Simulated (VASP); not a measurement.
CdS, 2 atoms in the cell. Symmetry: Fm-3m, No. 225, cubic system. Conventional cell: a = 5.413 Å, b = 5.413 Å, c = 5.413 Å, α = 90.00°, β = 90.00°, γ = 90.00°. Within 3.6 Å of Cd (site symmetry m-3m) lie 6 S at 2.71 Å. S (site symmetry m-3m) has 6 Cd at 2.71 Å within 3.6 Å. 

| Property | Result |
| --- | --- |
| Program | VASP 6.6.1 |
| Task | single point |
| Functional | LDA |
| Potentials or basis | VASP PAW LDA potentials, release 64 (Cd, S) |
| Cutoff | 500 eV |
| k mesh | 6 × 6 × 6 |
| Occupations | fermi-dirac, width 0.05 eV |
| Spin | no spin polarisation |
| Dipole correction | no |
| Further INCAR settings | ALGO = Normal; EDIFF = 1e-06; NBANDS = 16 |

Potentials or basis: VASP PAW LDA potentials, release 64 (Cd, S).

The run is started by

```bash
$ cat potpaw_LDA.64/Cd/POTCAR potpaw_LDA.64/S/POTCAR > POTCAR
$ mpirun -np 1 vasp_std > vasp.out
```

Hardware: 1 thread of AMD EPYC 7R13 (shared host).

Estimate the wall time of this run.

Wall time 21 s on 1 thread of AMD EPYC 7R13, with other jobs on the host, peak memory 0.11 GiB. Counts: scf iterations 13, k points 16.
